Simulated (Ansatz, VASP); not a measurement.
**One calculation of AlN, two programs**

File INCAR:

```
SYSTEM = AlN
ALGO     = Normal         ! electronic algorithm
EDIFF    = 1E-6           ! SCF threshold, eV
ENCUT    = 520            ! plane-wave cutoff, eV
GGA      = PS             ! functional
ISIF     = 2              ! what is computed and relaxed
ISMEAR   = 0              ! smearing method
LASPH    = .TRUE.         ! aspherical terms in the spheres
LCHARG   = .FALSE.        ! write CHGCAR
LREAL    = .FALSE.        ! projectors in reciprocal space
LWAVE    = .FALSE.        ! write WAVECAR
NBANDS   = 16             ! bands
NELM     = 100            ! most SCF steps
PREC     = Accurate       ! precision mode
SIGMA    = 0.05           ! smearing width, eV
```

The input KPOINTS:

```
k-points
0
G
  9 9 6
  0 0 0
```

POSCAR

```
AlN
1.0
    3.2094208288      0.0000000000      0.0000000000
   -1.6047104144      2.7794399691      0.0000000000
    0.0000000000      0.0000000000      3.9617090710
Al N
2 2
Direct
    0.3333333333      0.6666666667      0.7500000000
    0.6666666667      0.3333333333      0.2500000000
    0.3333333333      0.6666666667      0.2500000000
    0.6666666667      0.3333333333      0.7500000000
```

Input for Ansatz:

```yaml
crystal:
  lattice:
    - [3.2094208288, 0.0, 0.0]
    - [-1.6047104144, 2.7794399691, 0.0]
    - [0.0, 0.0, 3.961709071]
  atoms:
    - { symbol: Al, position: [0.3333333333, 0.6666666667, 0.75] }
    - { symbol: Al, position: [0.6666666667, 0.3333333333, 0.25] }
    - { symbol: "N", position: [0.3333333333, 0.6666666667, 0.25] }
    - { symbol: "N", position: [0.6666666667, 0.3333333333, 0.75] }
basis:
  ecutwfc: 520.0
kpoints:
  mp_grid: { grid: [9, 9, 6] }
hamiltonian:
  xc: pbesol
scf:
  occupations: { method: gaussian, width: 0.05 }
output:
  forces: true
  stress: true
  eigenvalues: true
  write_density: true
  write_potential: true
  elf: true
  volumetric_format: npy
```

Alike in both runs: task single point; functional PBEsol; k mesh 9 × 9 × 6; occupations gaussian, width 0.05 eV; no spin polarisation.

|  | VASP | Ansatz |
| --- | --- | --- |
| version | VASP 6.6.1 | Ansatz 0.2.0 |
| potentials or method | VASP PAW PBE potentials, release 64 (Al, N), cutoff 520 eV | scalar-relativistic, plane waves, PAW |
| valence electrons in the cell | 16 | 16 |

|  | VASP | Ansatz | Ansatz less VASP |
| --- | --- | --- | --- |
| gap on the k mesh at the Fermi level (eV) | 4.08 | 4.07 | -0.016 |
| least direct gap on the mesh (eV) | 4.08 | 4.07 | -0.016 |
| pressure (GPa) | 26.2 | 26.1 | -0.08 |
| traceless stress, the component that is largest in VASP (GPa) | 1.08 | 1.14 | +0.064 |

VASP's potentials were made for PBE, not for PBEsol.
